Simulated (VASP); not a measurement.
# SnO2 (P4_2/mnm) in VASP: settings compared, part 2 of 2

VASP 6.6.1. Earlier steps stand in the parts before.

## Step 4: Single point, PBE (13.08 Å³/atom)

This run uses another cell than the first one, of 13.08 Å³/atom.

File INCAR:

```
SYSTEM = SnO2
  PREC = Accurate
  ENCUT = 520
  EDIFF = 1E-6
  ISMEAR = 0
  SIGMA = 0.05
  LREAL = .False.
  LASPH = .True.
  NELM = 60
  ALGO = Normal
  ISIF = 2
  LWAVE = .False.
  LCHARG = .True.
  GGA = PE
  LELF = .True.
  LVHAR = .True.
  NBANDS = 35
```

File KPOINTS:

```
regular mesh
0
Gamma
  6 6 10
  0 0 0
```

File POSCAR:

```
SnO2
1.0
    4.9086141318      0.0000000000      0.0000000000
    0.0000000000      4.9086141318      0.0000000000
    0.0000000000      0.0000000000      3.2573459913
Sn O
2 4
Direct
    0.0000000000      0.0000000000      0.0000000000
    0.5000000000      0.5000000000      0.5000000000
    0.3076462249      0.3076462249      0.0000000000
    0.8076462249      0.1923537751      0.5000000000
    0.1923537751      0.8076462249      0.5000000000
    0.6923537751      0.6923537751      0.0000000000
```

Potentials or basis: VASP PAW PBE potentials, release 64 (Sn_d, O).

Run with:

```bash
> cat potpaw_PBE.64/Sn_d/POTCAR potpaw_PBE.64/O/POTCAR > POTCAR
> mpirun -np 1 vasp_std > vasp.out
```

OUTCAR:

```text
SYSTEM = SnO2
   PREC = Accurate
   ENCUT = 520
   EDIFF = 1E-6
   ISMEAR = 0
   LREAL = .False.
   LASPH = .True.
   NELM = 60
   ISIF = 2
   GGA = PE

 ion  position               nearest neighbor table
   1  0.000  0.000  0.000-   4 2.11   5 2.11   4 2.11   5 2.11   3 2.14   6 2.14
   2  0.500  0.500  0.500-   3 2.11   6 2.11   3 2.11   6 2.11   5 2.14   4 2.14
   3  0.308  0.308  0.000-   2 2.11   2 2.11   1 2.14
   4  0.808  0.192  0.500-   1 2.11   1 2.11   2 2.14
   5  0.192  0.808  0.500-   1 2.11   1 2.11   2 2.14
   6  0.692  0.692  0.000-   2 2.11   2 2.11   1 2.14

  LATTYP: Found a simple tetragonal cell.
 ALAT       =     4.9086141318
 C/A-ratio  =     0.6635978922

  Lattice vectors:

 A1 = (   4.9086141318,   0.0000000000,   0.0000000000)
 A2 = (   0.0000000000,   4.9086141318,   0.0000000000)
 A3 = (   0.0000000000,   0.0000000000,   3.2573459913)

Analysis of symmetry for initial positions (statically):
=====================================================================
 Subroutine PRICEL returns:
 Original cell was already a primitive cell.

 Routine SETGRP: Setting up the symmetry group for a
 simple tetragonal supercell.

 Subroutine GETGRP returns: Found 16 space group operations
 (whereof  8 operations were pure point group operations)
 out of a pool of 16 trial point group operations.

The static configuration has the point symmetry D_2h.
 The point group associated with its full space group is D_4h.

Analysis of symmetry for dynamics (positions and initial velocities):
=====================================================================
 Subroutine PRICEL returns:
 Original cell was already a primitive cell.

 Routine SETGRP: Setting up the symmetry group for a
 simple tetragonal supercell.

 Subroutine GETGRP returns: Found 16 space group operations
 (whereof  8 operations were pure point group operations)
 out of a pool of 16 trial point group operations.

The dynamic configuration has the point symmetry D_2h.
 The point group associated with its full space group is D_4h.

 Subroutine INISYM returns: Found 16 space group operations
 (whereof  8 operations are pure point group operations),
 and found     1 'primitive' translations

----------------------------------------------------------------------------------------

                                     Primitive cell

  volume of cell :      78.4841

  direct lattice vectors                    reciprocal lattice vectors
     4.908614132  0.000000000  0.000000000     0.203723490  0.000000000  0.000000000
     0.000000000  4.908614132  0.000000000     0.000000000  0.203723490  0.000000000
     0.000000000  0.000000000  3.257345991     0.000000000  0.000000000  0.306998398

  length of vectors
     4.908614132  4.908614132  3.257345991     0.203723490  0.203723490  0.306998398

  position of ions in fractional coordinates (direct lattice)
     0.000000000  0.000000000  0.000000000
     0.500000000  0.500000000  0.500000000
     0.307646225  0.307646225  0.000000000
[... 35 lines left out ...]
 ===========================================

 Found     60 irreducible k-points:

 Following reciprocal coordinates:
            Coordinates               Weight
  0.000000  0.000000  0.000000      1.000000
  0.166667  0.000000  0.000000      4.000000
  0.333333  0.000000  0.000000      4.000000
  0.500000  0.000000  0.000000      2.000000
  0.166667  0.166667  0.000000      4.000000
  0.333333  0.166667  0.000000      8.000000
[... 16 lines left out ...]
  0.333333  0.000000  0.200000      8.000000
  0.500000  0.000000  0.200000      4.000000
 [... further k-points ...]
   k-points           NKPTS =     60   k-points in BZ     NKDIM =     60   number of bands    NBANDS=     35
   number of dos      NEDOS =    301   number of ions     NIONS =      6
   total plane-waves  NPLWV =  38400
   dimension x,y,z NGX =    40 NGY =   40 NGZ =   24
   dimension x,y,z NGXF=    80 NGYF=   80 NGZF=   48
   ions per type =               2   4
   NGX,Y,Z   is equivalent  to a cutoff of  13.55, 13.55, 12.25 a.u.
   NGXF,Y,Z  is equivalent  to a cutoff of  27.09, 27.09, 24.50 a.u.
 SYSTEM =  SnO2
   PREC   = accura    normal or accurate (medium, high low for compatibility)
   ISTART =      0    job   : 0-new  1-cont  2-samecut
   ICHARG =      2    charge: 1-file 2-atom 10-const
   ISPIN  =      1    spin polarized calculation?
   LNONCOLLINEAR =      F non collinear calculations
   LSORBIT =      F    spin-orbit coupling
   LASPH  =      T    aspherical Exc in radial PAW
   ENCUT  =  520.0 eV  38.22 Ry    6.18 a.u.   9.13  9.13  6.06*2*pi/ulx,y,z
   NELM   =     60;   NELMIN=  2; NELMDL= -5     # of ELM steps
   EDIFF  = 0.1E-05   stopping-criterion for ELM
   LREAL  =      F    real-space projection
   EDIFFG = 0.1E-04   stopping-criterion for IOM
   NSW    =      0    number of steps for IOM
   IBRION =     -1    ionic relax: 0-MD 1-quasi-New 2-CG
   NFREE  =      0    steps in history (QN), initial steepest desc. (CG)
   ISIF   =      2    stress and relaxation
   ISYM   =      2    0-nonsym 1-usesym 2-fastsym
   POTIM  = 0.5000    time-step for ionic-motion
   TEBEG  =    0.0;   TEEND  =   0.0 temperature during run
   PSTRESS=    0.0 pullay stress
   NELECT =      52.0000    total number of electrons
   NUPDOWN=      -1.0000    fix difference up-down
   EMIN   =  10.00;   EMAX   =-10.00  energy-range for DOS
   EFERMI =   0.00;   METHOD = LEGACY
   ISMEAR =     0;   SIGMA  =   0.05  broadening in eV -4-tet -1-fermi 0-gaus
   EFERMI_NEDOS =   21; number of points for ismear=-14 and -15
   IALGO  =     38    algorithm
   IMIX   =      4    mixing-type and parameters
     AMIX     =   0.40;   BMIX     =  1.00
     AMIX_MAG =   1.60;   BMIX_MAG =  1.00
  volume/ion in A,a.u.               =      13.08        88.27
  Fermi-wavevector in a.u.,A,eV,Ry     =   1.427191  2.697000 27.713349  2.036874
  Thomas-Fermi vector in A             =   2.547387
   LORBIT       =      0    0 simple, 1 ext, 2 COOP (PROOUT), +10 PAW based schemes
   GGA     = PE    functional components
   LHFCALC =     F    Hartree Fock is set to
   AEXX    =    0.0000 exact exchange contribution
   IVDW    =     0    specifies the selected vdW correction
   LEPSILON=     F    determine dielectric tensor
   LRPA    =     F    only Hartree local field effects (RPA)
 non-spin polarized calculation
 Gauss-broadening in eV      SIGMA  =   0.05
  energy-cutoff  :      520.00
  volume of cell :       78.48
 maximum number of plane-waves:      2132
 NGX is ok and might be reduce to    40
   NGX = 19   NGY = 19   NGZ = 13

 number of electron      51.9999992 magnetization

 Free energy of the ion-electron system (eV)
  ---------------------------------------------------
  ext. energy  EPLUGINS =         0.00000000
  ---------------------------------------------------
  free energy    TOTEN  =       -37.26654725 eV

  energy without entropy =      -37.26654724  energy(sigma->0) =      -37.26654724

 E-fermi :   5.2543     XC(G=0): -10.7656

 val. band max:        5.0889595862   @ k =   0.0000   0.0000   0.0000
 cond. band min:       5.4195446394   @ k =   0.0000   0.0000   0.0000
 fundamental gap:      0.3305850532
 Fermi energy:         5.2542513220

 k-point     1 :       0.0000    0.0000    0.0000
  band No.  band energies     occupation
      1     -15.9066      2.00000
      2     -15.3456      2.00000
      3     -15.1662      2.00000
      4     -15.1390      2.00000
      5     -15.1390      2.00000
      6     -15.0748      2.00000
[... 901 lines left out ...]
     34      16.7559      0.00000
     35      17.1640      0.00000

 [... further k-points ...]

------------------------ aborting loop because EDIFF is reached ----------------------------------------

  FORCE on cell =-STRESS in cart. coord.  units (eV):
  Direction    XX          YY          ZZ          XY          YZ          ZX
  --------------------------------------------------------------------------------------
  -------------------------------------------------------------------------------------
  Total       -2.6527377     -2.6527377     -2.5425416      0.0000000      0.0000000      0.0000000
  in kB      -54.1530869    -54.1530869    -51.9035393      0.0000000      0.0000000      0.0000000
  external PRESSURE =     -53.4032377 kB  Pullay stress =       0.0000000 kB

 VOLUME and BASIS-vectors are now :
 -----------------------------------------------------------------------------
  energy-cutoff  :      520.00
  volume of cell :       78.48
      direct lattice vectors                 reciprocal lattice vectors
     4.908614132  0.000000000  0.000000000     0.203723490  0.000000000  0.000000000
     0.000000000  4.908614132  0.000000000     0.000000000  0.203723490  0.000000000
     0.000000000  0.000000000  3.257345991     0.000000000  0.000000000  0.306998398

 POSITION                                       TOTAL-FORCE (eV/Angst)
 -----------------------------------------------------------------------------------
      0.00000      0.00000      0.00000        -0.000000     -0.000000      0.000000
      2.45431      2.45431      1.62867        -0.000000     -0.000000      0.000000
      1.51012      1.51012      0.00000        -0.014446     -0.014446     -0.000000
      3.96442      0.94419      1.62867        -0.014446      0.014446      0.000000
      0.94419      3.96442      1.62867         0.014446     -0.014446     -0.000000
      3.39850      3.39850      0.00000         0.014446      0.014446      0.000000
 -----------------------------------------------------------------------------------
    total drift:                               -0.000000      0.000000     -0.000000

  FREE ENERGIE OF THE ION-ELECTRON SYSTEM (eV)
  ---------------------------------------------------
  free  energy   TOTEN  =       -37.2665472461 eV

  energy  without entropy=      -37.2665472433  energy(sigma->0) =      -37.26654724
```

Wall time 2.7 min (1 thread of Intel Xeon 6975P-C (Granite Rapids), shared host); peak memory 0.26 GiB.

Results:

```
Free energy            : -37.2665 eV
Pressure               : -5.3 GPa
Largest force          : 0.020 eV/Å
Band gap on the k mesh : 0.33 eV
```

Forces in eV/Å, atoms in the order of the input:
```
Sn   0.000  0.000  0.000
Sn   0.000  0.000  0.000
O   -0.014 -0.014  0.000
O   -0.014  0.014  0.000
O    0.014 -0.014  0.000
O    0.014  0.014  0.000
```

Stress tensor (GPa, compression positive):
```
-5.42  0.00  0.00
 0.00 -5.42  0.00
 0.00  0.00 -5.19
```

Levels at points of the mesh, in eV from the valence-band top:
| k point | band 22 | band 23 | band 24 | band 25 | band 26 | band 27 | band 28 | band 29 | band 30 | band 31 |
| --- | --- | --- | --- | --- | --- | --- | --- | --- | --- | --- |
| (0.00, 0.00, 0.00) | -1.24 | -1.24 | -0.72 | -0.72 | 0.00 | 0.33 | 5.38 | 5.93 | 5.93 | 9.96 |
| (0.50, 0.00, 0.00) | -1.82 | -1.19 | -1.19 | -0.60 | -0.60 | 3.51 | 3.51 | 6.65 | 6.65 | 9.90 |
| (0.50, 0.50, 0.00) | -1.76 | -1.30 | -1.30 | -0.83 | -0.83 | 3.88 | 3.88 | 6.92 | 6.92 | 10.02 |
| (0.00, 0.00, 0.50) | -2.50 | -1.42 | -1.42 | -1.13 | -1.13 | 5.19 | 5.19 | 9.07 | 9.07 | 9.92 |
| (0.50, 0.00, 0.50) | -1.60 | -0.96 | -0.96 | -0.78 | -0.78 | 5.43 | 5.43 | 7.24 | 7.24 | 10.33 |
| (0.50, 0.50, 0.50) | -2.45 | -0.90 | -0.90 | -0.75 | -0.75 | 4.04 | 4.04 | 8.35 | 8.35 | 10.24 |

Caveat: the cell stands under tension; spin-orbit coupling is left out, which moves the levels of the heavy elements.

## Step 5: Single point, PBE (13.46 Å³/atom)

This run uses another cell than the first one, of 13.46 Å³/atom.

File INCAR:

```
  ALGO = Normal
  EDIFF = 1E-7
  ENCUT = 520
  GGA = PE
  ISIF = 2
  ISMEAR = 0
  LASPH = T
  LCHARG = F
  LREAL = F
  LWAVE = F
  NBANDS = 35
  NELM = 60
  PREC = Accurate
  SIGMA = 0.05
```

File KPOINTS:

```
k-points
0
Gamma
  6 6 10
```

File POSCAR:

```
SnO2
1.0
    4.9711870043      0.0000000000      0.0000000000
    0.0000000000      4.9711870043      0.0000000000
    0.0000000000      0.0000000000      3.2674723053
Sn O
2 4
Direct
    0.0000000000      0.0000000000      0.0000000000
    0.5000000000      0.5000000000      0.5000000000
    0.3087126516      0.3087126516      0.0000000000
    0.8087126516      0.1912873484      0.5000000000
    0.1912873484      0.8087126516      0.5000000000
    0.6912873484      0.6912873484      0.0000000000
```

Run with:

```bash
> cat potpaw_PBE.64/Sn_d/POTCAR potpaw_PBE.64/O/POTCAR > POTCAR
> mpirun -np 1 vasp_std > vasp.out
```

It took 2.9 min on 1 thread of Intel Xeon 6975P-C (Granite Rapids), shared host; peak memory 0.26 GiB.

The run converged. Its results:

```yaml
Free_energy: -37.1674 eV
Pressure: -8.8 GPa
Largest_force: 0.024 eV/Å
Band_gap_on_the_k_mesh: 0.13 eV
```

Forces in eV/Å, atoms in the order of the input:
```
Sn   0.000  0.000  0.000
Sn   0.000  0.000  0.000
O   -0.017 -0.017  0.000
O   -0.017  0.017  0.000
O    0.017 -0.017  0.000
O    0.017  0.017  0.000
```

Stress tensor (GPa, compression positive):
```
-8.85  0.00  0.00
 0.00 -8.85  0.00
 0.00  0.00 -8.62
```

Levels at points of the mesh, in eV from the valence-band top:
```tsv
k point	band 23	band 24	band 25	band 26	band 27	band 28	band 29	band 30
(0.00, 0.00, 0.00)	-1.22	-0.70	-0.70	0.00	0.13	5.16	5.85	5.85
(0.50, 0.00, 0.00)	-1.18	-1.18	-0.59	-0.59	3.26	3.26	6.55	6.55
(0.50, 0.50, 0.00)	-1.28	-1.28	-0.81	-0.81	3.62	3.62	6.76	6.76
(0.00, 0.00, 0.50)	-1.35	-1.35	-1.10	-1.10	4.94	4.94	8.87	8.87
(0.50, 0.00, 0.50)	-0.92	-0.92	-0.80	-0.80	5.16	5.16	6.99	6.99
(0.50, 0.50, 0.50)	-0.89	-0.89	-0.72	-0.72	3.84	3.84	8.14	8.14
```

Caveat: the cell stands under tension; spin-orbit coupling is left out, which moves the levels of the heavy elements.

## Step 6: Summary

```tsv
level	potentials or basis	cell	gap on the mesh (eV)	pressure (GPa)	largest force (eV/Å)
LDA	VASP PAW LDA potentials, release 64 (Sn_d, O)	a = 4.828, b = 4.828, c = 3.238 Å, 6 atoms, atomic positions A	0.56	-9.9	0.09
PBE	VASP PAW PBE potentials, release 64 (Sn_d, O)	a = 4.868, b = 4.868, c = 3.249 Å, 6 atoms, atomic positions A	0.49	-2.6	0.02
PBE	VASP PAW PBE potentials, release 64 (Sn_d, O)	a = 4.909, b = 4.909, c = 3.257 Å, 6 atoms, atomic positions A	0.33	-5.3	0.02
PBE	VASP PAW PBE potentials, release 64 (Sn_d, O)	a = 4.971, b = 4.971, c = 3.267 Å, 6 atoms, atomic positions B	0.13	-8.8	0.02
```

Alike in all rows: task single point; no spin polarisation; k mesh 6 × 6 × 10; cutoff (eV) 520; smearing gaussian 0.05 eV.

Caveats: spin-orbit coupling is left out, which moves the levels of the heavy elements; the cell stands under tension (at least some runs).

Total energies depend on the potentials used, so only differences within one code and one set of settings carry meaning.
